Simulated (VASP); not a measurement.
Input of a VASP 6.6.1 run:

The input INCAR:

```
  PREC = Accurate
  ENCUT = 520
  EDIFF = 1E-6
  ISMEAR = 0
  SIGMA = 0.2
  LREAL = F
  LASPH = T
  NELM = 80
  ALGO = Fast
  ISIF = 2
  LWAVE = F
  LCHARG = T
  GGA = PE
  LELF = T
  LVHAR = T
  NBANDS = 69
```

Contents of KPOINTS:

```
regular mesh
0
Gamma
  3 3 3
```

Contents of POSCAR:

```
Ca3TlRh
1.0
    8.4999753165      0.0000000000      0.0000000000
   -4.2499876582      7.3611945556      0.0000000000
    0.0000000000      0.0000000000      5.2191952664
Ca Tl Rh
6 2 2
Direct
    0.2022315231      0.4044630462      0.2500000000
    0.7977684769      0.2022315231      0.7500000000
    0.4044630462      0.2022315231      0.7500000000
    0.5955369538      0.7977684769      0.2500000000
    0.2022315231      0.7977684769      0.2500000000
    0.7977684769      0.5955369538      0.7500000000
    0.0000000000      0.0000000000      0.0000000000
    0.0000000000      0.0000000000      0.5000000000
    0.3333333333      0.6666666667      0.7500000000
    0.6666666667      0.3333333333      0.2500000000
```

Potentials or basis: VASP PAW PBE potentials, release 64 (Ca_sv, Tl_d, Rh_pv).

Run with:

```console
$ cat potpaw_PBE.64/Ca_sv/POTCAR potpaw_PBE.64/Tl_d/POTCAR potpaw_PBE.64/Rh_pv/POTCAR > POTCAR
$ mpirun -np 1 vasp_std > vasp.out
```

**Question.** Estimate the band gap on the k mesh.

**Answer.** Zero (bands 58 and 59 overlap by 0.42 eV).

**Question.** Estimate the pressure.

**Answer.** -0.1 GPa.

Forces on the atoms (eV/Å):
```
Ca   0.000 -0.016  0.000
Ca   0.014 -0.008  0.000
Ca  -0.014 -0.008  0.000
Ca   0.014  0.008  0.000
Ca  -0.014  0.008  0.000
Ca   0.000  0.016  0.000
Tl   0.000  0.000  0.000
Tl   0.000  0.000  0.000
Rh   0.000  0.000  0.000
Rh   0.000  0.000  0.000
```

Caveat: the k points lie up to 0.40 Å⁻¹ apart; spin-orbit coupling is left out, which moves the levels of the heavy elements.
